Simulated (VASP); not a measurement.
Crystal: EuO.

```
CELL_PARAMETERS angstrom
0.00000 2.53030 2.53030
2.53030 0.00000 2.53030
2.53030 2.53030 0.00000
ATOMIC_POSITIONS crystal
Eu 0.00000 0.00000 0.00000
O 0.50000 0.50000 0.50000
```

Base run:

```yaml
Program: VASP 6.6.1
Functional: PBE
Potentials_or_basis: VASP PAW PBE potentials, release 64 (Eu, O)
Cutoff: 600 eV
k_mesh: 12 × 12 × 12
Occupations: gaussian, width 0.05 eV
Spin: no spin polarisation
```

Its results: pressure -13.3 GPa.

Task: The run is repeated on the same cell with these changes: spin from no spin polarisation to collinear spin, ferromagnetic start; further incar settings from ALGO = Normal; EDIFF = 1e-06; NBANDS = 18 to ALGO = Normal; EDIFF = 1e-06; NBANDS = 22. What comes out?

Result: Pressure -0.2 GPa; net moment 6.95 μB per cell; site moments Eu +6.58; O -0.10 μB.

Caveats: the cell stands under tension (at least some runs); an odd number of electrons without spin polarisation forces a metal (at least some runs); a magnetic or distorted state may lie lower (at least some runs); a cell with one magnetic atom can't hold antiferromagnetic order, which such compounds often take (at least some runs).
